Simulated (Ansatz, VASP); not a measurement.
## One calculation of KBr, two programs

```
CELL_PARAMETERS angstrom
0.00000 3.68830 3.68830
3.68830 0.00000 3.68830
3.68830 3.68830 0.00000
ATOMIC_POSITIONS crystal
K 0.00000 0.00000 0.00000
Br 0.25000 0.25000 0.25000
```

Alike in both runs: task single point; functional PBE-based global hybrid with a share of 0.5 of exact exchange; k mesh 4 × 4 × 4; no spin polarisation.

|  | VASP | Ansatz |
| --- | --- | --- |
| version | VASP 6.6.1 | Ansatz 0.2.0 |
| potentials or method | VASP PAW PBE potentials, release 64 (K_sv, Br) | plane waves |
| plane-wave cutoff (eV) | 520 | 420 |
| occupations | gaussian, width 0.01 eV | fixed |
| valence electrons in the cell | 16 | 16 |

Ansatz gave:

| Item | Value |
| --- | --- |
| gap on the k mesh at the Fermi level (eV) | 8.02 |
| pressure (GPa) | 0.0 |

Problem. Which values does VASP return?

Solution. gap on the k mesh at the Fermi level (eV): 8.03; pressure (GPa): 0.0.

VASP's potentials were made for PBE, not for PBE-based global hybrid. Ansatz's warnings: stress exchange threshold loose, stress scf threshold loose.
